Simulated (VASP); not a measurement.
# Li7Bi (Fm-3m) in VASP: notebook, part 2 of 2

VASP 6.6.1. Earlier steps stand in the parts before.

## 4. Relaxation of cell and atoms, PBE

This run uses another cell than the first one, of 19.91 Å³/atom.

INCAR

```
SYSTEM = Li7Bi
PREC = Accurate
ENCUT = 600
EDIFF = 1E-6
ISMEAR = -1
SIGMA = 0.15
LREAL = .FALSE.
LASPH = .TRUE.
NELM = 80
ALGO = Fast
ISIF = 3
LWAVE = .FALSE.
LCHARG = .FALSE.
GGA = PE
IBRION = 2
NSW = 80
EDIFFG = -0.001
```

KPOINTS

```
Automatic mesh
0
G
  8 8 8
  0 0 0
```

POSCAR

```
Li7Bi
1.0
    0.0000000000      4.3027546297      4.3027546297
    4.3027546297      0.0000000000      4.3027546297
    4.3027546297      4.3027546297      0.0000000000
Li Bi
7 1
Direct
    0.5000000000      0.0000000000      0.0000000000
    0.0000000000      0.5000000000      0.5000000000
    0.0000000000      0.5000000000      0.0000000000
    0.5000000000      0.0000000000      0.5000000000
    0.0000000000      0.0000000000      0.5000000000
    0.5000000000      0.5000000000      0.0000000000
    0.5000000000      0.5000000000      0.5000000000
    0.0000000000      0.0000000000      0.0000000000
```

Potentials or basis: VASP PAW PBE potentials, release 64 (Li_sv, Bi_d).

The run is started by

```console
$ cat potpaw_PBE.64/Li_sv/POTCAR potpaw_PBE.64/Bi_d/POTCAR > POTCAR
$ mpirun -np 1 vasp_std > vasp.out
```

OUTCAR:

```text
SYSTEM = Li7Bi
   PREC = Accurate
   ENCUT = 600
   EDIFF = 1E-6
   ISMEAR = -1
   LREAL = .FALSE.
   LASPH = .TRUE.
   NELM = 80
   ISIF = 3
   GGA = PE
   IBRION = 2
   NSW = 80
   EDIFFG = -0.001

 ion  position               nearest neighbor table
   1  0.500  0.000  0.000-   8 3.04   8 3.04
   2  0.000  0.500  0.500-   8 3.04   8 3.04
   3  0.000  0.500  0.000-   8 3.04   8 3.04
   4  0.500  0.000  0.500-   8 3.04   8 3.04
   5  0.000  0.000  0.500-   8 3.04   8 3.04
   6  0.500  0.500  0.000-   8 3.04   8 3.04
   7  0.500  0.500  0.500-
   8  0.000  0.000  0.000-   1 3.04   3 3.04   5 3.04   2 3.04   4 3.04   5 3.04   2 3.04   3 3.04
                             6 3.04   1 3.04   4 3.04   6 3.04

  LATTYP: Found a face centered cubic cell.
 ALAT       =     8.6055092594

  Lattice vectors:

 A1 = (   0.0000000000,   4.3027546297,   4.3027546297)
 A2 = (   4.3027546297,   0.0000000000,   4.3027546297)
 A3 = (   4.3027546297,   4.3027546297,   0.0000000000)

Analysis of symmetry for initial positions (statically):
=====================================================================
 Subroutine PRICEL returns:
 Original cell was already a primitive cell.

 Routine SETGRP: Setting up the symmetry group for a
 face centered cubic supercell.

 Subroutine GETGRP returns: Found 48 space group operations
 (whereof 48 operations were pure point group operations)
 out of a pool of 48 trial point group operations.

The static configuration has the point symmetry O_h .

Analysis of symmetry for dynamics (positions and initial velocities):
=====================================================================
 Subroutine PRICEL returns:
 Original cell was already a primitive cell.

 Routine SETGRP: Setting up the symmetry group for a
 face centered cubic supercell.

 Subroutine GETGRP returns: Found 48 space group operations
 (whereof 48 operations were pure point group operations)
 out of a pool of 48 trial point group operations.

The dynamic configuration has the point symmetry O_h .

 Subroutine INISYM returns: Found 48 space group operations
 (whereof 48 operations are pure point group operations),
 and found     1 'primitive' translations

----------------------------------------------------------------------------------------

                                     Primitive cell

  volume of cell :     159.3198

  direct lattice vectors                    reciprocal lattice vectors
     0.000000000  4.302754630  4.302754630    -0.116204628  0.116204628  0.116204628
     4.302754630  0.000000000  4.302754630     0.116204628 -0.116204628  0.116204628
     4.302754630  4.302754630  0.000000000     0.116204628  0.116204628 -0.116204628

  length of vectors
     6.085013953  6.085013953  6.085013953     0.201272319  0.201272319  0.201272319

  position of ions in fractional coordinates (direct lattice)
     0.500000000  0.000000000  0.000000000
     0.000000000  0.500000000  0.500000000
     0.000000000  0.500000000  0.000000000
     0.500000000  0.000000000  0.500000000
     0.000000000  0.000000000  0.500000000
     0.500000000  0.500000000  0.000000000
     0.500000000  0.500000000  0.500000000
     0.000000000  0.000000000  0.000000000

  ion indices of the primitive-cell ions
   primitive index   ion index
[... 61 lines left out ...]
 [... further k-points ...]
   k-points           NKPTS =     29   k-points in BZ     NKDIM =     29   number of bands    NBANDS=     23
   number of dos      NEDOS =    301   number of ions     NIONS =      8
   total plane-waves  NPLWV = 125000
   dimension x,y,z NGX =    50 NGY =   50 NGZ =   50
   dimension x,y,z NGXF=   100 NGYF=  100 NGZF=  100
   ions per type =               7   1
   NGX,Y,Z   is equivalent  to a cutoff of  13.66, 13.66, 13.66 a.u.
   NGXF,Y,Z  is equivalent  to a cutoff of  27.32, 27.32, 27.32 a.u.
 SYSTEM =  Li7Bi
   PREC   = accura    normal or accurate (medium, high low for compatibility)
   ISTART =      0    job   : 0-new  1-cont  2-samecut
   ICHARG =      2    charge: 1-file 2-atom 10-const
   ISPIN  =      1    spin polarized calculation?
   LNONCOLLINEAR =      F non collinear calculations
   LSORBIT =      F    spin-orbit coupling
   LASPH  =      T    aspherical Exc in radial PAW
   ENCUT  =  600.0 eV  44.10 Ry    6.64 a.u.  12.15 12.15 12.15*2*pi/ulx,y,z
   NELM   =     80;   NELMIN=  2; NELMDL= -5     # of ELM steps
   EDIFF  = 0.1E-05   stopping-criterion for ELM
   LREAL  =      F    real-space projection
   EDIFFG = -.1E-02   stopping-criterion for IOM
   NSW    =     80    number of steps for IOM
   IBRION =      2    ionic relax: 0-MD 1-quasi-New 2-CG
   NFREE  =      1    steps in history (QN), initial steepest desc. (CG)
   ISIF   =      3    stress and relaxation
   ISYM   =      2    0-nonsym 1-usesym 2-fastsym
   POTIM  = 0.5000    time-step for ionic-motion
   TEBEG  =    0.0;   TEEND  =   0.0 temperature during run
   PSTRESS=    0.0 pullay stress
   NELECT =      36.0000    total number of electrons
   NUPDOWN=      -1.0000    fix difference up-down
   EMIN   =  10.00;   EMAX   =-10.00  energy-range for DOS
   EFERMI =   0.00;   METHOD = LEGACY
   ISMEAR =    -1;   SIGMA  =   0.15  broadening in eV -4-tet -1-fermi 0-gaus
   EFERMI_NEDOS =   21; number of points for ismear=-14 and -15
   IALGO  =     68    algorithm
   IMIX   =      4    mixing-type and parameters
     AMIX     =   0.40;   BMIX     =  1.00
     AMIX_MAG =   1.60;   BMIX_MAG =  1.00
  volume/ion in A,a.u.               =      19.91       134.39
  Fermi-wavevector in a.u.,A,eV,Ry     =   0.997131  1.884305 13.527880  0.994271
  Thomas-Fermi vector in A             =   2.129267
   LORBIT       =      0    0 simple, 1 ext, 2 COOP (PROOUT), +10 PAW based schemes
   GGA     = PE    functional components
   LHFCALC =     F    Hartree Fock is set to
   AEXX    =    0.0000 exact exchange contribution
   IVDW    =     0    specifies the selected vdW correction
   LEPSILON=     F    determine dielectric tensor
   LRPA    =     F    only Hartree local field effects (RPA)
 conjugate gradient relaxation of ions
 non-spin polarized calculation
 RMM-DIIS sequential band-by-band and
  energy-cutoff  :      600.00
  volume of cell :      159.32
 maximum number of plane-waves:      5360
 NGX is ok and might be reduce to    50
   NGX = 25   NGY = 25   NGZ = 25

--------------------------------------- Ionic step        1  -------------------------------------------

 number of electron      36.0000044 magnetization

 Free energy of the ion-electron system (eV)
  ---------------------------------------------------
  ext. energy  EPLUGINS =         0.00000000
  ---------------------------------------------------
  free energy    TOTEN  =       -18.83705361 eV

  energy without entropy =      -18.58863513  energy(sigma->0) =      -18.71284437

------------------------ aborting loop because EDIFF is reached ----------------------------------------

  FORCE on cell =-STRESS in cart. coord.  units (eV):
  Direction    XX          YY          ZZ          XY          YZ          ZX
  --------------------------------------------------------------------------------------
  -------------------------------------------------------------------------------------
  Total       -0.0358259     -0.0358259     -0.0358259     -0.0000000     -0.0000000     -0.0000000
  in kB       -0.3602785     -0.3602785     -0.3602785     -0.0000000     -0.0000000     -0.0000000
  external PRESSURE =      -0.3602785 kB  Pullay stress =       0.0000000 kB
[... 71 lines left out ...]
--------------------------------------- Ionic step        3  -------------------------------------------

 number of electron      36.0000043 magnetization

 Free energy of the ion-electron system (eV)
  ---------------------------------------------------
  ext. energy  EPLUGINS =         0.00000000
  ---------------------------------------------------
  free energy    TOTEN  =       -18.83708583 eV

  energy without entropy =      -18.58892499  energy(sigma->0) =      -18.71300541

 E-fermi :   2.3933     XC(G=0):  -7.8485

 val. band max:        2.3912000964   @ k =  -0.2500   0.3750   0.1250
 cond. band min:       2.4007566116   @ k =  -0.2500   0.2500   0.0000
 fundamental gap:      0.0095565152
 Fermi energy:         2.3933247682

 k-point     1 :       0.0000    0.0000    0.0000
  band No.  band energies     occupation
      1     -44.4110      2.00000
      2     -44.2028      2.00000
      3     -44.1899      2.00000
      4     -44.1899      2.00000
      5     -44.1899      2.00000
      6     -44.1836      2.00000
[... 613 lines left out ...]
     22       4.1440      0.00002
     23       5.8245      0.00000

 [... further k-points ...]

------------------------ aborting loop because EDIFF is reached ----------------------------------------

  FORCE on cell =-STRESS in cart. coord.  units (eV):
  Direction    XX          YY          ZZ          XY          YZ          ZX
  --------------------------------------------------------------------------------------
  -------------------------------------------------------------------------------------
  Total       -0.0050540     -0.0050540     -0.0050540     -0.0000000     -0.0000000      0.0000000
  in kB       -0.0508957     -0.0508957     -0.0508957     -0.0000000     -0.0000000      0.0000000
  external PRESSURE =      -0.0508957 kB  Pullay stress =       0.0000000 kB
[... 23 lines left out ...]
  FREE ENERGIE OF THE ION-ELECTRON SYSTEM (eV)
  ---------------------------------------------------
  free  energy   TOTEN  =       -18.8370858266 eV

  energy  without entropy=      -18.5889249893  energy(sigma->0) =      -18.71300541

 reached required accuracy - stopping structural energy minimisation
```

Wall time 22 min (1 thread of Intel Xeon 8259CL, shared host); peak memory 0.44 GiB.

Results:

| Item | Value |
| --- | --- |
| Free energy | -18.8371 eV |
| Relaxed volume | 19.89 Å³/atom |
| Relaxed cell | a = 6.082 Å, b = 6.082 Å, c = 6.082 Å, α = 60.00°, β = 60.00°, γ = 60.00° |
| Space group after relaxing (to 0.1 Å) | Fm-3m (No. 225) |
| Energy gained by relaxing | 0.0 meV/atom |
| Ionic steps | 3 |
| Pressure after relaxing | 0.0 GPa |
| Band gap on the k mesh | zero (bands 18 and 19 overlap by 0.58 eV) |

Final structure:
```xyz
8
Lattice="0.0000 4.3008 4.3008 4.3008 0.0000 4.3008 4.3008 4.3008 0.0000" Properties=species:S:1:pos:R:3 pbc="T T T"
Li    0.0000    2.1504    2.1504
Li    4.3008    2.1504    2.1504
Li    2.1504    0.0000    2.1504
Li    2.1504    4.3008    2.1504
Li    2.1504    2.1504    0.0000
Li    2.1504    2.1504    4.3008
Li    4.3008    4.3008    4.3008
Bi    0.0000    0.0000    0.0000
```

Caveat: the cutoff is under 1.25 times the usual one of these potentials, so pressure, stress and relaxed cells hold a basis-set (Pulay) error; spin-orbit coupling is left out, which moves the levels of the heavy elements.

## 5. Relaxation of cell and atoms, PBE

This run uses another cell than the first one, of 20.02 Å³/atom.

INCAR

```
SYSTEM = Li7Bi
ALGO = Fast ; EDIFF = 1E-6
EDIFFG = -0.01 ; ENCUT = 600
GGA = PE ; IBRION = 2
ISIF = 3 ; ISMEAR = 0
LASPH = .True. ; LCHARG = .False.
LREAL = .False. ; LWAVE = .False.
NELM = 60 ; NSW = 100
PREC = Accurate ; SIGMA = 0.1
```

KPOINTS

```
k-points
0
Gamma
  8 8 8
  0 0 0
```

POSCAR, as its differences from that of step 4:

```diff
@@ -2,5 +2,5 @@
 1.0
-    0.0000000000      4.3027546297      4.3027546297
-    4.3027546297      0.0000000000      4.3027546297
-    4.3027546297      4.3027546297      0.0000000000
+    0.0000000000      4.3105749825      4.3105749825
+    4.3105749825      0.0000000000      4.3105749825
+    4.3105749825      4.3105749825      0.0000000000
 Li Bi
```

The run is started by

```console
$ cat potpaw_PBE.64/Li_sv/POTCAR potpaw_PBE.64/Bi_d/POTCAR > POTCAR
$ mpirun -np 1 vasp_std > vasp.out
```

It took 29 min on 1 thread of Intel Xeon 8259CL, shared host; peak memory 0.44 GiB.

It converged, with:

```
Free energy                           : -18.7237 eV
Relaxed volume                        : 19.79 Å³/atom
Relaxed cell                          : a = 6.073 Å, b = 6.073 Å, c = 6.073 Å, α = 60.00°, β = 60.00°, γ = 60.00°
Space group after relaxing (to 0.1 Å) : Fm-3m (No. 225)
Energy gained by relaxing             : 0.2 meV/atom
Ionic steps                           : 3
Pressure after relaxing               : 0.0 GPa
Band gap on the k mesh                : zero (bands 18 and 19 overlap by 0.58 eV)
```

Step by step:
```
step  energy change (eV)  largest force (eV/Å)  pressure (GPa)  volume (Å³)
   1              0.0000                0.0000           -0.22       160.19
   2             -0.0008                0.0000           -0.15       159.54
   3             -0.0013                0.0000            0.00       158.34
```

Final structure:
```
Li Bi
1.0
     0.00000    4.29392    4.29392
     4.29392    0.00000    4.29392
     4.29392    4.29392    0.00000
Li Bi
7 1
Direct
  0.50000 0.00000 0.00000
  0.00000 0.50000 0.50000
  0.00000 0.50000 0.00000
  0.50000 0.00000 0.50000
  0.00000 0.00000 0.50000
  0.50000 0.50000 0.00000
  0.50000 0.50000 0.50000
  0.00000 0.00000 0.00000
```

Levels at points of the mesh, in eV from the Fermi level:
```tsv
k point	band 16	band 17	band 18	band 19	band 20	band 21
(0.00, 0.00, 0.00)	-2.37	-2.22	-0.21	0.76	0.76	0.76
(0.50, 0.00, 0.00)	-2.24	-1.27	0.18	0.18	0.18	1.61
(0.50, 0.50, 0.00)	-2.55	-1.70	-0.78	1.95	1.95	2.00
```

Caveat: the cutoff is under 1.25 times the usual one of these potentials, so pressure, stress and relaxed cells hold a basis-set (Pulay) error; spin-orbit coupling is left out, which moves the levels of the heavy elements.

## 6. Overview

| task | cell | k mesh | cutoff (eV) | smearing | gap on the mesh (eV) | pressure (GPa) | relaxed volume (Å³/atom) |
| --- | --- | --- | --- | --- | --- | --- | --- |
| relaxation of cell and atoms | relaxed from a = 5.266 Å, angles 60.0°, 8 atoms | 4 × 4 × 4 | 600 | gaussian 0.1 eV | none | 0.1 | 19.25 |
| single point | a = 6.085 Å, angles 60.0°, 8 atoms | 8 × 8 × 8 | 520 | gaussian 0.1 eV | none | - | - |
| relaxation of cell and atoms | relaxed from a = 6.085 Å, angles 60.0°, 8 atoms | 8 × 8 × 8 | 600 | fermi-dirac 0.15 eV | none | 0.0 | 19.89 |
| relaxation of cell and atoms | relaxed from a = 6.096 Å, angles 60.0°, 8 atoms | 8 × 8 × 8 | 600 | gaussian 0.1 eV | none | 0.0 | 19.79 |

Alike in all rows: level PBE; potentials or basis VASP PAW PBE potentials, release 64 (Li_sv, Bi_d); no spin polarisation.

Caveats: some runs use coarse meshes; the cutoff is under 1.25 times the usual one of these potentials, so pressure, stress and relaxed cells hold a basis-set (Pulay) error; spin-orbit coupling is left out, which moves the levels of the heavy elements; the volume moved by over 15 % at a fixed basis, so the end points are rough (at least some runs).

Total energies depend on the potentials used, so only differences within one code and one set of settings carry meaning.

The gap in the log of VASP goes by the Fermi energy; the results here count the filled bands.